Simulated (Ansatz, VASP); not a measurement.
# Ru in VASP and in Ansatz

```
Ru
1.0
     4.10979    0.00000    0.00000
    -2.05490    3.55918    0.00000
     0.00000    0.00000    4.67152
Ru
4
Direct
  0.00000 0.00000 0.25000
  0.00000 0.00000 0.75000
  0.33333 0.66667 0.75000
  0.66667 0.33333 0.25000
```

Alike in both runs: functional PBEsol; k mesh 6 × 6 × 4; occupations gaussian, width 0.1 eV; no spin polarisation.

Ansatz relaxed the structure, and its values are those at the end. VASP's run is a single point on that final structure, the one shown.

|  | VASP | Ansatz |
| --- | --- | --- |
| version | VASP 6.6.1 | Ansatz 0.2.0 |
| potentials or method | VASP PAW PBE potentials, release 64 (Ru_pv), cutoff 520 eV | scalar-relativistic, plane waves, PAW |
| valence electrons in the cell | 56 | 64 |

VASP gave:

- gap on the k mesh at the Fermi level (eV): none
- pressure (GPa): 0.3

**Question.** Which values does Ansatz return?

**Answer.** gap on the k mesh at the Fermi level (eV): none; pressure (GPa): 0.0.

VASP's potentials were made for PBE, not for PBEsol. A gap of «none» marks a metal or a gap that the smearing closes. VASP's potentials hold 56 valence electrons a cell and Ansatz's 64, so a difference there can come from the potentials and not from the codes.
